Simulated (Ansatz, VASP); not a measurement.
## Two plane-wave programs on HfN

The input INCAR:

```
SYSTEM = HfN
  ALGO = Normal
  EDIFF = 1E-6
  ENCUT = 600
  GGA = PE
  GGA_COMPAT = .False.
  ISIF = 2
  ISMEAR = 0
  LASPH = .True.
  LCHARG = .False.
  LREAL = .False.
  LWAVE = .False.
  NBANDS = 23
  NELM = 120
  PREC = Accurate
  SIGMA = 0.1
```

The input KPOINTS:

```
k-points
0
Gamma
  3 3 1
  0 0 0
```

File POSCAR:

```
HfN
1.0
    3.1339080219      0.0000000000      0.0000000000
   -1.5669540110      2.7140439601      0.0000000000
    0.0000000000      0.0000000000      5.4167677200
Hf N
2 2
Direct
    0.6666666667      0.3333333333      0.7500000000
    0.3333333333      0.6666666667      0.2500000000
    0.0000000000      0.0000000000      0.0000000000
    0.0000000000      0.0000000000      0.5000000000
```

Input for Ansatz:

```yaml
crystal:
  lattice:
    - [3.1339080219, 0.0, 0.0]
    - [-1.566954011, 2.7140439601, 0.0]
    - [0.0, 0.0, 5.41676772]
  atoms:
    - { symbol: Hf, position: [0.6666666667, 0.3333333333, 0.75] }
    - { symbol: Hf, position: [0.3333333333, 0.6666666667, 0.25] }
    - { symbol: "N", position: [0.0, 0.0, 0.0] }
    - { symbol: "N", position: [0.0, 0.0, 0.5] }
basis:
  ecutwfc: "40 Ry"
kpoints:
  mp_grid: { grid: [3, 3, 1] }
hamiltonian:
  xc: pbe
scf:
  occupations: { method: gaussian, width: 0.1 }
output:
  forces: true
  stress: true
  eigenvalues: true
```

Alike in both runs: task single point; functional PBE; k mesh 3 × 3 × 1; occupations gaussian, width 0.1 eV; no spin polarisation.

```csv
,VASP,Ansatz
version,VASP 6.6.1,Ansatz 0.2.0
potentials or method,"VASP PAW PBE potentials, release 64 (Hf_pv, N), cutoff 600 eV","scalar-relativistic, plane waves, PAW"
valence electrons in the cell,30,62
```

|  | VASP | Ansatz | Ansatz less VASP |
| --- | --- | --- | --- |
| gap on the k mesh at the Fermi level (eV) | none | none | - |
| pressure (GPa) | 5.3 | 7.5 | +2.13 |
| traceless stress, the component that is largest in VASP (GPa) | 9.51 | 9.31 | -0.199 |

A gap of «none» marks a metal or a gap that the smearing closes. VASP's potentials hold 30 valence electrons a cell and Ansatz's 62, so a difference there can come from the potentials and not from the codes.

The k mesh is coarse, so the values compare programs but aren't converged. Neither program's run includes spin-orbit coupling.
